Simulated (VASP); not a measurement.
# Al3B2P: single point with PBE

The system is Al3B2P.

```
Al B P
1.0
     3.85597   -4.34922    0.00000
     3.85597    4.34922    0.00000
     0.00000    0.00000    3.64596
Al B P
3 2 1
Direct
  0.82759 0.17241 0.50000
  0.17241 0.82759 0.50000
  0.50000 0.50000 0.50000
  0.00000 0.50000 0.50000
  0.50000 0.00000 0.50000
  0.00000 0.00000 0.00000
```

- Program: VASP 6.6.1
- Task: single point
- Functional: PBE
- Potentials or basis: VASP PAW PBE potentials, release 64 (Al, B, P)
- Cutoff: 520 eV
- k mesh: 4 × 4 × 6
- Occupations: gaussian, width 0.1 eV
- Spin: no spin polarisation

```json
{"Pressure": "0.0 GPa", "Largest force": "0.005 eV/Å", "Band gap on the k mesh": "zero (band 10 reaches 4.37 eV, above the bottom of band 11 at 2.51 eV)"}
```

Forces in eV/Å, atoms in the order of the input:
```
Al   0.000  0.005  0.000
Al   0.000 -0.005  0.000
Al   0.000  0.000  0.000
B    0.000  0.000  0.000
B    0.000  0.000  0.000
P    0.000  0.000  0.000
```

Stress tensor (GPa, compression positive):
```
 0.06  0.00  0.00
 0.00 -0.05  0.00
 0.00  0.00 -0.04
```

Levels at points of the mesh, in eV from the Fermi level:
```
           k point  band 7  band 8  band 9  band 10  band 11  band 12  band 13  band 14
(0.00, 0.00, 0.00)   -2.61   -2.35   -1.40     0.95     1.59     1.70     1.87     2.28
(0.50, 0.00, 0.00)   -2.25   -1.64   -1.16     0.30     1.32     1.96     2.12     2.16
(0.50, 0.50, 0.00)   -2.16   -1.65   -0.90     0.53     1.07     1.60     1.66     2.02
(0.00, 0.00, 0.50)   -2.04   -1.92   -1.17    -1.11    -0.91    -0.79    -0.47     1.64
(0.50, 0.00, 0.50)   -2.61   -2.49   -1.88    -0.99    -0.04     0.10     1.71     2.03
(0.50, 0.50, 0.50)   -2.29   -1.18   -0.79    -0.77     0.78     1.04     1.62     1.91
```

It took 58 s on 1 thread of AMD EPYC 7R43 64-Core Processor (Zen 3), with other jobs on the host, peak memory 0.22 GiB.
